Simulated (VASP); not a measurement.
# Zn (P6_3/mmc) in VASP: further runs

Zn is run at these levels: PBEsol; tasks: single point.

Everything below comes from runs of VASP 6.6.1. Logs are shortened: lines on timing, memory, paths and dates and some standing lists are left out, and cuts for length are marked.

## (1) The cell of the first run

The structure is hexagonal, space group P6_3/mmc (No. 194). Conventional cell: a = 2.645 Å, b = 2.645 Å, c = 4.676 Å, α = 90.00°, β = 90.00°, γ = 120.00°. Within 3.5 Å of Zn (site symmetry -6m2) lie 12 Zn at 2.64 to 2.79 Å.

## (2) Single point, PBEsol (biaxial strain in the a-b plane: +2.0 %, then relaxed in part)

The input, INCAR:

```
  PREC = Accurate
  ENCUT = 520
  EDIFF = 1E-6
  ISMEAR = 0
  SIGMA = 0.1
  LREAL = F
  LASPH = T
  NELM = 100
  ALGO = Fast
  ISIF = 2
  LWAVE = F
  LCHARG = F
  GGA = PS
  NBANDS = 19
```

The input, KPOINTS:

```
Automatic mesh
0
Gamma
  24 24 12
```

The input, POSCAR:

```
Zn
1.0
    2.6445570788      0.0000000000      0.0000000000
   -1.3222785394      2.2902536120      0.0000000000
    0.0000000000      0.0000000000      4.6759800501
Zn
2
Direct
    0.3333333333      0.6666666667      0.2500000000
    0.6666666667      0.3333333333      0.7500000000
```

Potentials or basis: VASP PAW PBE potentials, release 64 (Zn).

Run with:

```sh
cat potpaw_PBE.64/Zn/POTCAR > POTCAR
mpirun -np 1 vasp_std > vasp.out
```

OUTCAR:

```text
PREC = Accurate
   ENCUT = 520
   EDIFF = 1E-6
   ISMEAR = 0
   LREAL = F
   LASPH = T
   NELM = 100
   ISIF = 2
   GGA = PS

 ion  position               nearest neighbor table
   1  0.333  0.667  0.250-   2 2.79   2 2.79   2 2.79   2 2.79   2 2.79   2 2.79
   2  0.667  0.333  0.750-   1 2.79   1 2.79   1 2.79   1 2.79   1 2.79   1 2.79

  LATTYP: Found a hexagonal cell.
 ALAT       =     2.6445570788
 C/A-ratio  =     1.7681524394

  Lattice vectors:

 A1 = (   2.6445570788,   0.0000000000,   0.0000000000)
 A2 = (  -1.3222785394,   2.2902536120,   0.0000000000)
 A3 = (   0.0000000000,   0.0000000000,   4.6759800501)

Analysis of symmetry for initial positions (statically):
=====================================================================
 Subroutine PRICEL returns:
 Original cell was already a primitive cell.

 Routine SETGRP: Setting up the symmetry group for a
 hexagonal supercell.

 Subroutine GETGRP returns: Found 24 space group operations
 (whereof 12 operations were pure point group operations)
 out of a pool of 24 trial point group operations.

The static configuration has the point symmetry D_3d.
 The point group associated with its full space group is D_6h.

Analysis of symmetry for dynamics (positions and initial velocities):
=====================================================================
 Subroutine PRICEL returns:
 Original cell was already a primitive cell.

 Routine SETGRP: Setting up the symmetry group for a
 hexagonal supercell.

 Subroutine GETGRP returns: Found 24 space group operations
 (whereof 12 operations were pure point group operations)
 out of a pool of 24 trial point group operations.

The dynamic configuration has the point symmetry D_3d.
 The point group associated with its full space group is D_6h.

 Subroutine INISYM returns: Found 24 space group operations
 (whereof 12 operations are pure point group operations),
 and found     1 'primitive' translations

----------------------------------------------------------------------------------------

                                     Primitive cell

  volume of cell :      28.3210

  direct lattice vectors                    reciprocal lattice vectors
     2.644557079  0.000000000  0.000000000     0.378135155  0.218316433  0.000000000
    -1.322278539  2.290253612  0.000000000     0.000000000  0.436632867  0.000000000
     0.000000000  0.000000000  4.675980050     0.000000000  0.000000000  0.213858911

  length of vectors
     2.644557079  2.644557079  4.675980050     0.436632867  0.436632867  0.213858911

  position of ions in fractional coordinates (direct lattice)
     0.333333333  0.666666667  0.250000000
     0.666666667  0.333333333  0.750000000

  ion indices of the primitive-cell ions
   primitive index   ion index
                 1           1
                 2           2

----------------------------------------------------------------------------------------

 KPOINTS: Automatic mesh

Automatic generation of k-mesh.
 Grid dimensions read from file:
 generate k-points for:   24   24   12

 Generating k-lattice:

  Cartesian coordinates                     Fractional coordinates (reciprocal lattice)
     0.015755631  0.009096518  0.000000000     0.041666667 -0.000000000  0.000000000
     0.000000000  0.018193036  0.000000000     0.000000000  0.041666667  0.000000000
     0.000000000  0.000000000  0.017821576     0.000000000  0.000000000  0.083333333

  Length of vectors
     0.018193036  0.018193036  0.017821576

  Shift w.r.t. Gamma in fractional coordinates (k-lattice)
     0.000000000  0.000000000  0.000000000

 Subroutine IBZKPT returns following result:
 ===========================================

 Found    427 irreducible k-points:

 Following reciprocal coordinates:
            Coordinates               Weight
  0.000000  0.000000  0.000000      1.000000
  0.041667  0.000000  0.000000      6.000000
  0.083333  0.000000  0.000000      6.000000
  0.125000  0.000000  0.000000      6.000000
  0.166667  0.000000  0.000000      6.000000
  0.208333  0.000000  0.000000      6.000000
[... 16 lines left out ...]
  0.416667  0.041667  0.000000     12.000000
  0.458333  0.041667  0.000000     12.000000
 [... further k-points ...]
   k-points           NKPTS =    427   k-points in BZ     NKDIM =    427   number of bands    NBANDS=     19
   number of dos      NEDOS =    301   number of ions     NIONS =      2
   total plane-waves  NPLWV =  14400
   dimension x,y,z NGX =    20 NGY =   20 NGZ =   36
   dimension x,y,z NGXF=    40 NGYF=   40 NGZF=   72
   ions per type =               2
   NGX,Y,Z   is equivalent  to a cutoff of  12.57, 12.57, 12.80 a.u.
   NGXF,Y,Z  is equivalent  to a cutoff of  25.15, 25.15, 25.60 a.u.
 SYSTEM =  unknown system
   PREC   = accura    normal or accurate (medium, high low for compatibility)
   ISTART =      0    job   : 0-new  1-cont  2-samecut
   ICHARG =      2    charge: 1-file 2-atom 10-const
   ISPIN  =      1    spin polarized calculation?
   LNONCOLLINEAR =      F non collinear calculations
   LSORBIT =      F    spin-orbit coupling
   LASPH  =      T    aspherical Exc in radial PAW
   ENCUT  =  520.0 eV  38.22 Ry    6.18 a.u.   4.92  4.92  8.69*2*pi/ulx,y,z
   NELM   =    100;   NELMIN=  2; NELMDL= -5     # of ELM steps
   EDIFF  = 0.1E-05   stopping-criterion for ELM
   LREAL  =      F    real-space projection
   EDIFFG = 0.1E-04   stopping-criterion for IOM
   NSW    =      0    number of steps for IOM
   IBRION =     -1    ionic relax: 0-MD 1-quasi-New 2-CG
   NFREE  =      0    steps in history (QN), initial steepest desc. (CG)
   ISIF   =      2    stress and relaxation
   ISYM   =      2    0-nonsym 1-usesym 2-fastsym
   POTIM  = 0.5000    time-step for ionic-motion
   TEBEG  =    0.0;   TEEND  =   0.0 temperature during run
   PSTRESS=    0.0 pullay stress
   NELECT =      24.0000    total number of electrons
   NUPDOWN=      -1.0000    fix difference up-down
   EMIN   =  10.00;   EMAX   =-10.00  energy-range for DOS
   EFERMI =   0.00;   METHOD = LEGACY
   ISMEAR =     0;   SIGMA  =   0.10  broadening in eV -4-tet -1-fermi 0-gaus
   EFERMI_NEDOS =   21; number of points for ismear=-14 and -15
   IALGO  =     68    algorithm
   IMIX   =      4    mixing-type and parameters
     AMIX     =   0.40;   BMIX     =  1.00
     AMIX_MAG =   1.60;   BMIX_MAG =  1.00
  volume/ion in A,a.u.               =      14.16        95.56
  Fermi-wavevector in a.u.,A,eV,Ry     =   1.549205  2.927573 32.654469  2.400036
  Thomas-Fermi vector in A             =   2.654045
   LORBIT       =      0    0 simple, 1 ext, 2 COOP (PROOUT), +10 PAW based schemes
   GGA     = PS    functional components
   LHFCALC =     F    Hartree Fock is set to
   AEXX    =    0.0000 exact exchange contribution
   IVDW    =     0    specifies the selected vdW correction
   LEPSILON=     F    determine dielectric tensor
   LRPA    =     F    only Hartree local field effects (RPA)
 non-spin polarized calculation
 RMM-DIIS sequential band-by-band and
 Gauss-broadening in eV      SIGMA  =   0.10
  energy-cutoff  :      520.00
  volume of cell :       28.32
 maximum number of plane-waves:       786
 NGX is ok and might be reduce to    20
   NGX =  9   NGY =  9   NGZ = 17

 number of electron      23.9999990 magnetization

 Free energy of the ion-electron system (eV)
  ---------------------------------------------------
  ext. energy  EPLUGINS =         0.00000000
  ---------------------------------------------------
  free energy    TOTEN  =        -3.16442722 eV

  energy without entropy =       -3.16167724  energy(sigma->0) =       -3.16305223

 E-fermi :   3.5583     XC(G=0): -12.0894

 val. band max:        3.5529661253   @ k =   0.2917   0.2500   0.2500
 cond. band min:       3.5684041034   @ k =   0.5000   0.0000   0.5000
 fundamental gap:      0.0154379781
 Fermi energy:         3.5582900959

 k-point     1 :       0.0000    0.0000    0.0000
  band No.  band energies     occupation
      1      -7.5276      2.00000
      2      -5.3622      2.00000
      3      -4.5467      2.00000
      4      -4.3582      2.00000
      5      -4.3582      2.00000
      6      -4.2854      2.00000
[... 11 lines left out ...]
     18      22.5474      0.00000
     19      22.5483      0.00000

 k-point     2 :       0.0417    0.0000    0.0000
  band No.  band energies     occupation
      1      -7.4755      2.00000
      2      -5.3397      2.00000
      3      -4.5433      2.00000
      4      -4.3617      2.00000
      5      -4.3453      2.00000
      6      -4.2913      2.00000
[... 11 lines left out ...]
     18      23.1708      0.00000
     19      23.2246      0.00000

 k-point     3 :       0.0833    0.0000    0.0000
  band No.  band energies     occupation
      1      -7.3199      2.00000
      2      -5.2755      2.00000
      3      -4.5368      2.00000
      4      -4.3685      2.00000
      5      -4.3073      2.00000
      6      -4.3058      2.00000
[... 11 lines left out ...]
     18      23.0012      0.00000
     19      24.1372      0.00000

 k-point     4 :       0.1250    0.0000    0.0000
  band No.  band energies     occupation
      1      -7.0645      2.00000
      2      -5.1799      2.00000
      3      -4.5367      2.00000
      4      -4.3752      2.00000
      5      -4.3127      2.00000
      6      -4.2463      2.00000
[... 407 lines left out ...]
     18      18.6199      0.00000
     19      19.5046      0.00000

 k-point    23 :       0.4167    0.0417    0.0000
  band No.  band energies     occupation
      1      -5.1415      2.00000
      2      -5.0544      2.00000
      3      -4.9181      2.00000
      4      -4.3213      2.00000
      5      -4.2655      2.00000
      6      -4.2238      2.00000
[... 11 lines left out ...]
     18      18.4821      0.00000
     19      19.2457      0.00000

 k-point    24 :       0.4583    0.0417    0.0000
  band No.  band energies     occupation
      1      -5.1546      2.00000
      2      -5.0596      2.00000
      3      -4.9412      2.00000
      4      -4.3312      2.00000
      5      -4.2771      2.00000
      6      -4.2043      2.00000
[... 11 lines left out ...]
     18      18.4136      0.00000
     19      19.1146      0.00000

 [... further k-points ...]

------------------------ aborting loop because EDIFF is reached ----------------------------------------

  FORCE on cell =-STRESS in cart. coord.  units (eV):
  Direction    XX          YY          ZZ          XY          YZ          ZX
  --------------------------------------------------------------------------------------
  -------------------------------------------------------------------------------------
  Total       -0.0451534     -0.0451534      0.1532674      0.0000000     -0.0000000      0.0000000
  in kB       -2.5544190     -2.5544190      8.6706401      0.0000000     -0.0000000      0.0000000
  external PRESSURE =       1.1872674 kB  Pullay stress =       0.0000000 kB

 VOLUME and BASIS-vectors are now :
 -----------------------------------------------------------------------------
  energy-cutoff  :      520.00
  volume of cell :       28.32
      direct lattice vectors                 reciprocal lattice vectors
     2.644557079  0.000000000  0.000000000     0.378135155  0.218316433  0.000000000
    -1.322278539  2.290253612  0.000000000     0.000000000  0.436632867  0.000000000
     0.000000000  0.000000000  4.675980050     0.000000000  0.000000000  0.213858911

 POSITION                                       TOTAL-FORCE (eV/Angst)
 -----------------------------------------------------------------------------------
     -0.00000      1.52684      1.16900         0.000000      0.000000      0.000000
      1.32228      0.76342      3.50699        -0.000000      0.000000      0.000000
 -----------------------------------------------------------------------------------
    total drift:                               -0.000000      0.000000      0.000000

  FREE ENERGIE OF THE ION-ELECTRON SYSTEM (eV)
  ---------------------------------------------------
  free  energy   TOTEN  =        -3.1644272163 eV

  energy  without entropy=       -3.1616772351  energy(sigma->0) =       -3.16305223
```

Run time: 3.1 min. Hardware: 1 thread of Intel Xeon Platinum 8259CL at 2.50GHz (Skylake/Cascade Lake), shared host; peak memory 0.28 GiB.

What came out:

```
Free energy            : -3.1644 eV
Pressure               : 0.1 GPa
Band gap on the k mesh : zero (band 12 reaches 5.14 eV, above the bottom of band 13 at 1.08 eV)
```

Stress tensor (GPa, compression positive):
```
-0.26  0.00  0.00
 0.00 -0.26  0.00
 0.00  0.00  0.87
```

Caveat: the cell differs from its parent crystal (biaxial strain in the a-b plane: +2.0 %, then relaxed in part); the PAW data sets were made with another functional, which shifts forces and pressure a little.

## (3) Single point, PBEsol

This run uses another cell than the first one, of 14.25 Å³/atom, 1.006 times its volume.

The input, INCAR:

```
PREC = Accurate
ENCUT = 520
EDIFF = 1E-7
ISMEAR = 0
SIGMA = 0.1
LREAL = F
LASPH = T
NELM = 100
ALGO = Fast
ISIF = 2
LWAVE = F
LCHARG = F
GGA = PS
NBANDS = 19
```

KPOINTS is that of step 2.

The input, POSCAR:

```
Zn
1.0
    2.5927030185      0.0000000000      0.0000000000
   -1.2963515092      2.2453466785      0.0000000000
    0.0000000000      0.0000000000      4.8947193964
Zn
2
Direct
    0.3333333333      0.6666666667      0.2500000000
    0.6666666667      0.3333333333      0.7500000000
```

Potentials or basis: VASP PAW PBE potentials, release 64 (Zn).

Run with:

```sh
cat potpaw_PBE.64/Zn/POTCAR > POTCAR
mpirun -np 1 vasp_std > vasp.out
```

Wall time 3.3 min (1 thread of Intel Xeon Platinum 8259CL at 2.50GHz (Skylake/Cascade Lake), shared host); peak memory 0.29 GiB.

The run converged. Its results:

- Free energy: -3.1709 eV
- Pressure: 0.5 GPa
- Band gap on the k mesh: zero (band 12 reaches 4.93 eV, above the bottom of band 13 at 0.24 eV)

Stress tensor (GPa, compression positive):
```
 0.92  0.00  0.00
 0.00  0.92  0.00
 0.00  0.00 -0.25
```

Levels at points of the mesh, in eV from the Fermi level:
```
           k point  band 8  band 9  band 10  band 11  band 12  band 13  band 14  band 15  band 16  band 17
(0.00, 0.00, 0.00)   -7.35   -7.35    -7.13    -7.13    -4.03    -3.14    13.66    17.49    18.68    18.68
(0.50, 0.00, 0.00)   -7.15   -6.92    -6.90    -2.96    -2.09     2.71     3.64     4.44     5.87    10.82
(0.00, 0.00, 0.50)   -7.79   -7.22    -7.22    -7.22    -7.22     4.50     4.50    20.02    20.02    20.02
(0.50, 0.00, 0.50)   -7.17   -6.90    -6.90    -2.02    -2.02     0.37     0.37    10.37    10.37    12.70
```

Caveat: the PAW data sets were made with another functional, which shifts forces and pressure a little.
